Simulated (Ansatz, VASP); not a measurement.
# Two plane-wave programs on LuH2

```
Lu H
1.0
     0.00000    2.53317    2.53317
     2.53317    0.00000    2.53317
     2.53317    2.53317    0.00000
Lu H
1 2
Direct
  0.00000 0.00000 0.00000
  0.25000 0.25000 0.25000
  0.75000 0.75000 0.75000
```

Change from the starting cell: volume scaled by 1.02, PAW files.

Alike in both runs: task electric field gradients; functional LDA; k mesh 8 × 8 × 8; occupations fermi-dirac, width 0.02 eV; no spin polarisation.

|  | VASP | Ansatz |
| --- | --- | --- |
| version | VASP 6.6.1 | Ansatz 0.2.0 |
| potentials or method | VASP PAW PBE potentials, release 64 (Lu, H) | PAW with Ansatz's default frozen-core files, scalar-relativistic |
| plane-wave cutoff (eV) | 520 | 420 |
| valence electrons in the cell | 27 | 27 |

VASP gave:

| Item | Value |
| --- | --- |
| pressure (GPa) | -7.7 |

Problem. Estimate Ansatz's values.

Solution. Pressure (GPa): -8.2.

VASP's potentials were made for PBE, not for LDA. LDA's correlation is that of Perdew and Zunger in VASP and of Perdew and Wang (1992) in Ansatz.

Spin-orbit coupling is off throughout.
